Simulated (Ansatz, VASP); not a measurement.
## One calculation of Te, two programs

```
Te
1.0
     4.23856    0.00000    0.00000
    -2.11928    3.67070    0.00000
     0.00000    0.00000    5.82431
Te
3
Direct
  0.28554 0.00000 0.33333
  0.00000 0.28554 0.66667
  0.71446 0.71446 0.00000
```

Alike in both runs: task single point; functional LDA; k mesh 8 × 8 × 5; occupations fermi-dirac, width 0.05 eV; no spin polarisation.

```csv
,VASP,Ansatz
version,VASP 6.6.1,Ansatz 0.2.0
potentials or method,"VASP PAW LDA potentials, release 64 (Te), cutoff 520 eV","plane waves (420 eV) with PAW, scalar-relativistic"
valence electrons in the cell,18,48
```

|  | VASP | Ansatz | Ansatz less VASP |
| --- | --- | --- | --- |
| pressure (GPa) | 2.7 | 2.5 | -0.17 |
| traceless stress, the component that is largest in VASP (GPa) | 0.90 | 0.81 | -0.084 |

Ansatz warns that its potentials were made for another functional, while VASP's fit it. LDA's correlation is that of Perdew and Zunger in VASP and of Perdew and Wang (1992) in Ansatz. VASP's potentials hold 18 valence electrons a cell and Ansatz's 48, so a difference there can come from the potentials and not from the codes.

Spin-orbit coupling is off throughout.
